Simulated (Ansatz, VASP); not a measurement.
Two plane-wave programs on MnAs

File INCAR:

```
PREC = Accurate ; ENCUT = 520
EDIFF = 1E-7 ; ISMEAR = -1
SIGMA = 0.05 ; LREAL = F
LASPH = T ; NELM = 150
ALGO = Normal ; ISIF = 2
LWAVE = F ; LCHARG = T
ISPIN = 2 ; MAGMOM = 0 0 4 4
LORBIT = 11 ; LMAXMIX = 4
GGA = PE ; LELF = T
LVHAR = T ; NBANDS = 30
```

The input KPOINTS:

```
regular mesh
0
Gamma
  7 7 4
```

File POSCAR:

```
MnAs
1.0
    3.7100000000      0.0000000000      0.0000000000
   -1.8550000000      3.2129542480      0.0000000000
    0.0000000000      0.0000000000      5.6340900000
As Mn
2 2
Direct
    0.6666666667      0.3333333333      0.7500000000
    0.3333333333      0.6666666667      0.2500000000
    0.0000000000      0.0000000000      0.5000000000
    0.0000000000      0.0000000000      0.0000000000
```

The input input.yaml:

```yaml
crystal:
  lattice:
    - [3.71, 0.0, 0.0]
    - [-1.855, 3.212954248, 0.0]
    - [0.0, 0.0, 5.63409]
  atoms:
    - { symbol: As, position: [0.6666666667, 0.3333333333, 0.75] }
    - { symbol: As, position: [0.3333333333, 0.6666666667, 0.25] }
    - { symbol: Mn, position: [0.0, 0.0, 0.5], spin: 4.0 }
    - { symbol: Mn, position: [0.0, 0.0, 0.0], spin: 4.0 }
hamiltonian:
  xc: pbe
  pseudopotentials: { kind: paw }
magnetization:
  spin_polarized: true
kpoints:
  mp_grid: { grid: [7, 7, 4] }
scf:
  occupations: { method: fermi_dirac, width: 0.05 }
output:
  forces: true
  stress: true
  eigenvalues: true
  write_density: true
  write_potential: true
  elf: true
  volumetric_format: npy
```

Alike in both runs: task single point; functional PBE; k mesh 7 × 7 × 4; occupations fermi-dirac, width 0.05 eV; collinear spin.

|  | VASP | Ansatz |
| --- | --- | --- |
| version | VASP 6.6.1 | Ansatz 0.2.0 |
| potentials or method | VASP PAW PBE potentials, release 64 (As, Mn_pv) | Ansatz PAW |
| plane-wave cutoff (eV) | 520 | 420 |
| valence electrons in the cell | 36 | 60 |

|  | VASP | Ansatz | Ansatz less VASP |
| --- | --- | --- | --- |
| gap on the k mesh at the Fermi level (eV) | none | none | - |
| pressure (GPa) | -2.3 | -2.5 | -0.16 |
| traceless stress, the component that is largest in VASP (GPa) | -1.11 | -1.12 | -0.015 |
| net moment per atom (μB) | 1.57 | 1.57 | +0.001 |
| size of the moment on the site where the two differ most (μB) | 3.19 | 3.14 | -0.049 |

Site moments also hang on the region over which each program counts them. A gap of «none» marks a metal or a gap that the smearing closes. With one functional, cell and mesh, what is left measures potentials, basis and numerics. VASP's potentials hold 36 valence electrons a cell and Ansatz's 60, so a difference there can come from the potentials and not from the codes.
